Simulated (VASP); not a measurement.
Crystal: Rh.

```xyz
8
Lattice="4.7916 0.0000 0.0000 0.0000 4.7916 0.0000 0.0000 0.0000 4.7916" Properties=species:S:1:pos:R:3 pbc="T T T"
Rh    0.0000    0.0000    0.0000
Rh    2.3958    2.3958    2.3958
Rh    1.1979    0.0000    2.3958
Rh    3.5937    0.0000    2.3958
Rh    2.3958    1.1979    0.0000
Rh    2.3958    3.5937    0.0000
Rh    0.0000    2.3958    1.1979
Rh    0.0000    2.3958    3.5937
```

```yaml
Program: VASP 6.6.1
Task: relaxation of cell and atoms
Functional: revPBE
Potentials_or_basis: VASP PAW PBE potentials, release 64 (Rh_pv)
Cutoff: 600 eV
k_mesh: 6 × 6 × 6
Occupations: fermi-dirac, width 0.1 eV
Spin: no spin polarisation
```

At the start: pressure 19.1 GPa; volume 13.75 Å³/atom.

**Question.** How do energy, volume and symmetry change on relaxing?

**Answer.** Over 4 steps the energy falls by 56.8 meV/atom and the volume is 14.78 Å³/atom (+7.5 %); space group Pm-3n (No. 223, to 0.1 Å) before and after.

The path:
```
step  energy change (eV)  largest force (eV/Å)  pressure (GPa)  volume (Å³)
   1              0.0000                0.0000           19.11       110.01
   2              1.2166                0.0000          -22.59       138.25
   3             -0.4528                0.0000           -0.88       118.70
   4             -0.4541                0.0000           -0.11       118.28
```

Final structure:
```
CELL_PARAMETERS angstrom
4.90870 0.00000 0.00000
0.00000 4.90870 0.00000
0.00000 0.00000 4.90870
ATOMIC_POSITIONS crystal
Rh 0.00000 0.00000 0.00000
Rh 0.50000 0.50000 0.50000
Rh 0.25000 0.00000 0.50000
Rh 0.75000 0.00000 0.50000
Rh 0.50000 0.25000 0.00000
Rh 0.50000 0.75000 0.00000
Rh 0.00000 0.50000 0.25000
Rh 0.00000 0.50000 0.75000
```

Caveat: the PAW data sets were made with another functional, which shifts forces and pressure a little.
